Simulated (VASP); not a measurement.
Wanted: the native input for a VASP 6.6.1 run.

| Property | Result |
| --- | --- |
| Task | single point |
| Functional | LDA |
| Potentials or basis | VASP PAW LDA potentials, release 64 (Sn_d) |
| Cutoff | 520 eV |
| k mesh | 13 × 13 × 13 |
| Occupations | fermi-dirac, width 0.1 eV |
| Spin | no spin polarisation |
| Dipole correction | no |
| Further INCAR settings | ALGO = Normal; EDIFF = 1e-06; NBANDS = 13 |

The structure of Sn lies in POSCAR:

```
Sn
1.0
    0.0000000000      2.2496094167      2.2496094167
    2.2496094167      0.0000000000      2.2496094167
    2.2496094167      2.2496094167      0.0000000000
Sn
1
Direct
    0.0000000000      0.0000000000      0.0000000000
```

This cell differs from its parent crystal: volume scaled by 0.88.

One way to write it, as run:

INCAR

```
SYSTEM = Sn
ALGO     = Normal         ! electronic algorithm
EDIFF    = 1E-6           ! SCF threshold, eV
ENCUT    = 520            ! plane-wave cutoff, eV
ISIF     = 2              ! what is computed and relaxed
ISMEAR   = -1             ! smearing method
LASPH    = .True.         ! aspherical terms in the spheres
LCHARG   = .False.        ! write CHGCAR
LREAL    = .False.        ! projectors in reciprocal space
LWAVE    = .False.        ! write WAVECAR
NBANDS   = 13             ! bands
NELM     = 80             ! most SCF steps
PREC     = Accurate       ! precision mode
SIGMA    = 0.1            ! smearing width, eV
```

KPOINTS

```
k-points
0
Gamma
  13 13 13
  0 0 0
```

Potentials or basis: VASP PAW LDA potentials, release 64 (Sn_d).

Run with:

```console
$ cat potpaw_LDA.64/Sn_d/POTCAR > POTCAR
$ mpirun -np 1 vasp_std > vasp.out
```

Results of the run:

| Quantity | Value |
| --- | --- |
| Pressure | 9.8 GPa |
| Band gap on the k mesh | zero (band 7 reaches 19.34 eV, above the bottom of band 8 at 7.94 eV) |

Caveat: spin-orbit coupling is left out, which moves the levels of the heavy elements.

Wall time 29 s on 1 thread of AMD EPYC 7R13 (shared host), peak memory 0.11 GiB.
